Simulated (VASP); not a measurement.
Hf:

```
Hf
1.0
    -1.80500    1.80500    1.80500
     1.80500   -1.80500    1.80500
     1.80500    1.80500   -1.80500
Hf
1
Direct
  0.00000 0.00000 0.00000
```

Base run:

```yaml
Program: VASP 6.6.1
Functional: PBE
Potentials_or_basis: VASP PAW PBE potentials, release 64 (Hf_pv)
Cutoff: 520 eV
k_mesh: 10 × 10 × 10
Occupations: gaussian, width 0.024 eV
Spin: no spin polarisation
```

Its results: band gap on the k mesh zero (band 5 reaches 5.73 eV, above the bottom of band 6 at 3.54 eV); pressure -5.3 GPa.

Problem. The run is repeated on the same cell with these changes: functional from PBE to r2SCAN; occupations from gaussian, width 0.024 eV to fermi-dirac, width 0.05 eV. What comes out?

Solution. Band gap on the k mesh zero (band 5 reaches 5.85 eV, above the bottom of band 6 at 3.40 eV); pressure -6.0 GPa.

Caveats: spin-orbit coupling is left out, which moves the levels of the heavy elements; the PAW data sets were made with another functional, which shifts forces and pressure a little (some runs).
